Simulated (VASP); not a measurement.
# Rh (P6_3/mmc) in VASP: a series of runs

Runs on Rh. Level: PBEsol. Tasks: relaxation of cell and atoms, single point.

Program: VASP 6.6.1. These are calculated values, not measurements. Logs are shortened: lines on timing, memory, paths and dates and some standing lists are left out, and cuts for length are marked.

### 1 The cell of the first run

Symmetry: P6_3/mmc, No. 194, hexagonal system. Conventional cell: a = 2.680 Å, b = 2.680 Å, c = 4.342 Å, α = 90.00°, β = 90.00°, γ = 120.00°. Within 3.5 Å of Rh (site symmetry -6m2) lie 12 Rh at 2.67 to 2.68 Å.

### 2 Relaxation of cell and atoms, PBEsol

The input, INCAR:

```
SYSTEM = Rh
PREC     = Accurate       ! precision mode
ENCUT    = 600            ! plane-wave cutoff, eV
EDIFF    = 1E-6           ! SCF threshold, eV
ISMEAR   = -1             ! smearing method
SIGMA    = 0.08           ! smearing width, eV
LREAL    = .FALSE.        ! projectors in reciprocal space
LASPH    = .TRUE.         ! aspherical terms in the spheres
NELM     = 100            ! most SCF steps
ALGO     = Normal         ! electronic algorithm
ISIF     = 3              ! what is computed and relaxed
LWAVE    = .FALSE.        ! write WAVECAR
LCHARG   = .FALSE.        ! write CHGCAR
GGA      = PS             ! functional
IBRION   = 2              ! ionic algorithm
NSW      = 60             ! ionic steps
EDIFFG   = -0.005         ! ionic threshold
```

The input, KPOINTS:

```
Automatic mesh
0
G
  19 19 10
  0 0 0
```

The input, POSCAR:

```
Rh
1.0
    2.6801533640      0.0000000000      0.0000000000
   -1.3400766820      2.3210808993      0.0000000000
    0.0000000000      0.0000000000      4.3418484497
Rh
2
Direct
    0.3333333333      0.6666666667      0.2500000000
    0.6666666667      0.3333333333      0.7500000000
```

Potentials or basis: VASP PAW PBE potentials, release 64 (Rh_pv).

Command:

```console
> cat potpaw_PBE.64/Rh_pv/POTCAR > POTCAR
> mpirun -np 1 vasp_std > vasp.out
```

OUTCAR:

```text
SYSTEM = Rh
   PREC = Accurate
   ENCUT = 600
   EDIFF = 1E-6
   ISMEAR = -1
   LREAL = .FALSE.
   LASPH = .TRUE.
   NELM = 100
   ISIF = 3
   GGA = PS
   IBRION = 2
   NSW = 60
   EDIFFG = -0.005

 ion  position               nearest neighbor table
   1  0.333  0.667  0.250-   2 2.67   2 2.67   2 2.67   2 2.67   2 2.67   2 2.67
   2  0.667  0.333  0.750-   1 2.67   1 2.67   1 2.67   1 2.67   1 2.67   1 2.67

  LATTYP: Found a hexagonal cell.
 ALAT       =     2.6801533640
 C/A-ratio  =     1.6200000000

  Lattice vectors:

 A1 = (   2.6801533640,   0.0000000000,   0.0000000000)
 A2 = (  -1.3400766820,   2.3210808993,   0.0000000000)
 A3 = (   0.0000000000,   0.0000000000,   4.3418484497)

Analysis of symmetry for initial positions (statically):
=====================================================================
 Subroutine PRICEL returns:
 Original cell was already a primitive cell.

 Routine SETGRP: Setting up the symmetry group for a
 hexagonal supercell.

 Subroutine GETGRP returns: Found 24 space group operations
 (whereof 12 operations were pure point group operations)
 out of a pool of 24 trial point group operations.

The static configuration has the point symmetry D_3d.
 The point group associated with its full space group is D_6h.

Analysis of symmetry for dynamics (positions and initial velocities):
=====================================================================
 Subroutine PRICEL returns:
 Original cell was already a primitive cell.

 Routine SETGRP: Setting up the symmetry group for a
 hexagonal supercell.

 Subroutine GETGRP returns: Found 24 space group operations
 (whereof 12 operations were pure point group operations)
 out of a pool of 24 trial point group operations.

The dynamic configuration has the point symmetry D_3d.
 The point group associated with its full space group is D_6h.

 Subroutine INISYM returns: Found 24 space group operations
 (whereof 12 operations are pure point group operations),
 and found     1 'primitive' translations

----------------------------------------------------------------------------------------

                                     Primitive cell

  volume of cell :      27.0100

  direct lattice vectors                    reciprocal lattice vectors
     2.680153364  0.000000000  0.000000000     0.373112977  0.215416878  0.000000000
[... 89 lines left out ...]
   NSW    =     60    number of steps for IOM
   IBRION =      2    ionic relax: 0-MD 1-quasi-New 2-CG
   NFREE  =      1    steps in history (QN), initial steepest desc. (CG)
   ISIF   =      3    stress and relaxation
   ISYM   =      2    0-nonsym 1-usesym 2-fastsym
   POTIM  = 0.5000    time-step for ionic-motion
   TEBEG  =    0.0;   TEEND  =   0.0 temperature during run
   PSTRESS=    0.0 pullay stress
   NELECT =      30.0000    total number of electrons
   NUPDOWN=      -1.0000    fix difference up-down
   EMIN   =  10.00;   EMAX   =-10.00  energy-range for DOS
   EFERMI =   0.00;   METHOD = LEGACY
   ISMEAR =    -1;   SIGMA  =   0.08  broadening in eV -4-tet -1-fermi 0-gaus
   EFERMI_NEDOS =   21; number of points for ismear=-14 and -15
   IALGO  =     38    algorithm
   IMIX   =      4    mixing-type and parameters
     AMIX     =   0.40;   BMIX     =  1.00
     AMIX_MAG =   1.60;   BMIX_MAG =  1.00
  volume/ion in A,a.u.               =      13.51        91.14
  Fermi-wavevector in a.u.,A,eV,Ry     =   1.695406  3.203853 39.108608  2.874402
  Thomas-Fermi vector in A             =   2.776456
   LORBIT       =      0    0 simple, 1 ext, 2 COOP (PROOUT), +10 PAW based schemes
   GGA     = PS    functional components
   LHFCALC =     F    Hartree Fock is set to
   AEXX    =    0.0000 exact exchange contribution
   IVDW    =     0    specifies the selected vdW correction
   LEPSILON=     F    determine dielectric tensor
   LRPA    =     F    only Hartree local field effects (RPA)
 conjugate gradient relaxation of ions
 non-spin polarized calculation
  energy-cutoff  :      600.00
  volume of cell :       27.01
 maximum number of plane-waves:       923
 NGX is ok and might be reduce to    24

--------------------------------------- Ionic step        1  -------------------------------------------

 number of electron      30.0000003 magnetization

 Free energy of the ion-electron system (eV)
  ---------------------------------------------------
  ext. energy  EPLUGINS =         0.00000000
  ---------------------------------------------------
  free energy    TOTEN  =       -16.22830150 eV

  energy without entropy =      -16.16059002  energy(sigma->0) =      -16.19444576

------------------------ aborting loop because EDIFF is reached ----------------------------------------

  FORCE on cell =-STRESS in cart. coord.  units (eV):
  Direction    XX          YY          ZZ          XY          YZ          ZX
  --------------------------------------------------------------------------------------
  -------------------------------------------------------------------------------------
  Total        0.2455794      0.2455794      0.0534319      0.0000000      0.0000000      0.0000000
  in kB       14.5672613     14.5672613      3.1694689      0.0000000      0.0000000      0.0000000
  external PRESSURE =      10.7679971 kB  Pullay stress =       0.0000000 kB
[... 131 lines left out ...]
--------------------------------------- Ionic step        5  -------------------------------------------

 number of electron      30.0000002 magnetization

 Free energy of the ion-electron system (eV)
  ---------------------------------------------------
  ext. energy  EPLUGINS =         0.00000000
  ---------------------------------------------------
  free energy    TOTEN  =       -16.22891364 eV

  energy without entropy =      -16.16065978  energy(sigma->0) =      -16.19478671

 E-fermi :  12.1193     XC(G=0): -14.3064

 val. band max:       12.1145208904   @ k =   0.3158   0.3158   0.3000
 cond. band min:      12.1267688021   @ k =   0.3158   0.1053   0.0000
 fundamental gap:      0.0122479117
 Fermi energy:        12.1193145580

 k-point     1 :       0.0000    0.0000    0.0000
  band No.  band energies     occupation
      1     -35.1246      2.00000
      2     -34.4306      2.00000
      3     -34.4306      2.00000
      4     -34.3285      2.00000
      5     -34.3164      2.00000
      6     -34.3164      2.00000
[... 505 lines left out ...]
      6     -34.4359      2.00000
[... 11 lines left out ...]
     18      20.6223      0.00000
     19      21.6200      0.00000

 [... further k-points ...]
[... 5 lines left out ...]
  --------------------------------------------------------------------------------------
  -------------------------------------------------------------------------------------
  Total       -0.0005153     -0.0005153      0.0046086      0.0000000     -0.0000000      0.0000000
  in kB       -0.0304526     -0.0304526      0.2723286      0.0000000     -0.0000000      0.0000000
  external PRESSURE =       0.0704745 kB  Pullay stress =       0.0000000 kB
[... 17 lines left out ...]
  FREE ENERGIE OF THE ION-ELECTRON SYSTEM (eV)
  ---------------------------------------------------
  free  energy   TOTEN  =       -16.2289136384 eV

  energy  without entropy=      -16.1606597841  energy(sigma->0) =      -16.19478671

 reached required accuracy - stopping structural energy minimisation
```

Wall time 3.6 min (1 thread of Intel Xeon Platinum 8259CL at 2.50GHz (Skylake/Cascade Lake), shared host); peak memory 0.26 GiB.

What came out:

| Quantity | Value |
| --- | --- |
| Free energy | -16.2289 eV |
| Relaxed volume | 13.56 Å³/atom |
| Relaxed cell | a = 2.687 Å, b = 2.687 Å, c = 4.336 Å, α = 90.00°, β = 90.00°, γ = 120.00° |
| Space group after relaxing (to 0.05 Å) | P6_3/mmc (No. 194) |
| Energy gained by relaxing | 0.3 meV/atom |
| Ionic steps | 5 |
| Pressure after relaxing | 0.0 GPa |
| Band gap on the k mesh | zero (band 15 reaches 12.78 eV, above the bottom of band 16 at 10.33 eV) |

Step by step:
```
step  energy change (eV)  largest force (eV/Å)  pressure (GPa)  volume (Å³)
   1              0.0000                0.0000            1.08        27.01
   2              0.0015                0.0000           -2.61        27.37
   3             -0.0005                0.0000           -0.20        27.13
   4             -0.0006                0.0000            0.07        27.11
   5             -0.0006                0.0000            0.01        27.11
```

Final structure:
```yaml
crystal:
  lattice:
    - [2.68711, 0.00000, 0.00000]
    - [-1.34355, 2.32711, 0.00000]
    - [0.00000, 0.00000, 4.33597]
  atoms:
    - { symbol: Rh, position: [0.33333, 0.66667, 0.25000] }
    - { symbol: Rh, position: [0.66667, 0.33333, 0.75000] }
```

Caveat: the PAW data sets were made with another functional, which shifts forces and pressure a little.

### 3 Single point, PBEsol

This run uses another cell than the first one: it holds 4 atoms, not 2.

The input, INCAR:

```
SYSTEM = Rh
ALGO = Normal
EDIFF = 1E-6
ENCUT = 520
GGA = PS
ISIF = 2
ISMEAR = -1
LASPH = .True.
LCHARG = .False.
LREAL = .False.
LWAVE = .False.
NBANDS = 38
NELM = 80
PREC = Accurate
SIGMA = 0.08
```

The input, KPOINTS:

```
k-points
0
Gamma
  15 10 9
  0 0 0
```

The input, POSCAR:

```
Rh
1.0
   -1.3438417592      2.3276022042      0.0000000000
    0.0000000000      0.0000000000      4.3368190148
    4.0315252775      2.3276022042      0.0000000000
Rh
4
Direct
    0.5000000000      0.2500000000      0.1666666670
    0.0000000000      0.2500000000      0.6666666670
    0.0000000000      0.7500000000      0.3333333330
    0.5000000000      0.7500000000      0.8333333330
```

Potentials or basis: VASP PAW PBE potentials, release 64 (Rh_pv).

Command:

```console
> cat potpaw_PBE.64/Rh_pv/POTCAR > POTCAR
> mpirun -np 1 vasp_std > vasp.out
```

Wall time 6.5 min (1 thread of Oxide Virtual Turin-like, shared host); peak memory 0.39 GiB.

It converged, with:

```
Free energy            : -32.4588 eV
Pressure               : -0.1 GPa
Band gap on the k mesh : zero (band 30 reaches 12.76 eV, above the bottom of band 31 at 10.95 eV)
```

Stress tensor (GPa, compression positive):
```
-0.05  0.04  0.00
 0.04 -0.09  0.00
 0.00  0.00 -0.27
```

Levels at points of the mesh, in eV from the Fermi level:
```csv
k point,band 28,band 29,band 30,band 31,band 32,band 33
"(0.00, 0.00, 0.00)",-1.98,0.14,0.14,0.43,0.65,0.66
"(0.00, 0.50, 0.00)",-0.44,-0.44,-0.44,-0.34,-0.34,0.63
```

Caveat: the PAW data sets were made with another functional, which shifts forces and pressure a little.
